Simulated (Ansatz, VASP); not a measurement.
**Si: VASP beside Ansatz**

The input POSCAR:

```
Si
1.0
    3.8200000000      0.0000000000      0.0000000000
   -1.9100000000      3.3082170425      0.0000000000
    0.0000000000      0.0000000000      6.3200000000
Si
4
Direct
    0.3333333333      0.6666666667      0.0000000000
    0.6666666667      0.3333333333      0.5000000000
    0.3333333333      0.6666666667      0.3740000000
    0.6666666667      0.3333333333      0.8740000000
```

Contents of INCAR.step1:

```
  PREC = Accurate
  ENCUT = 600
  ISMEAR = 0
  SIGMA = 0.02
  LREAL = False
  LASPH = True
  NELM = 60
  GGA = PE
  ALGO = Normal
  EDIFF = 1E-4
  LWAVE = True
  LCHARG = False
```

INCAR.step2

```
  PREC = Accurate
  ENCUT = 600
  EDIFF = 1E-6
  ISMEAR = 0
  SIGMA = 0.02
  LREAL = False
  LASPH = True
  NELM = 60
  ALGO = Normal
  ISIF = 3
  LWAVE = False
  LCHARG = False
  METAGGA = R2SCAN
  LMIXTAU = True
  IBRION = 2
  NSW = 100
  EDIFFG = -0.002
  ISTART = 1
```

File KPOINTS:

```
regular mesh
0
Gamma
  9 9 6
```

Input for Ansatz:

```yaml
crystal:
  lattice:
    - [3.82, 0.0, 0.0]
    - [-1.91, 3.3082170425, 0.0]
    - [0.0, 0.0, 6.32]
  atoms:
    - { symbol: Si, position: [0.3333333333, 0.6666666667, 0.0] }
    - { symbol: Si, position: [0.6666666667, 0.3333333333, 0.5] }
    - { symbol: Si, position: [0.3333333333, 0.6666666667, 0.374] }
    - { symbol: Si, position: [0.6666666667, 0.3333333333, 0.874] }
basis:
  ecutwfc: 500
kpoints:
  mp_grid: { grid: [9, 9, 6] }
hamiltonian:
  xc: r2scan
  pseudopotentials: { kind: paw, azcp: { folder: soft_1 } }
scf:
  occupations: { method: gaussian, width: 0.02 }
output:
  forces: true
  stress: true
  eigenvalues: true
relax:
  adjacent_minimum: "off"
  f_tol: 0.002
  max_steps: 80
  cell: { stress_tol: 0.02 }
```

Alike in both runs: task relaxation of cell and atoms; functional r2SCAN; k mesh 9 × 9 × 6; occupations gaussian, width 0.02 eV; no spin polarisation.

|  | VASP | Ansatz |
| --- | --- | --- |
| version | VASP 6.6.1 | Ansatz 0.2.0 |
| potentials or method | VASP PAW PBE potentials, release 64 (Si), cutoff 600 eV | scalar-relativistic, plane waves, PAW |
| valence electrons in the cell | 16 | 16 |

```csv
,VASP,Ansatz,Ansatz less VASP
"gap on the k mesh at the Fermi level, each at its own relaxed structure (eV)",0.66,0.65,-0.008
relaxed volume (Å³/atom),20.11,20.16,+0.047
relaxed cell length with the largest relative difference (Å),6.336,6.342,+0.0053
```

VASP's potentials were made for PBE, not for r2SCAN.
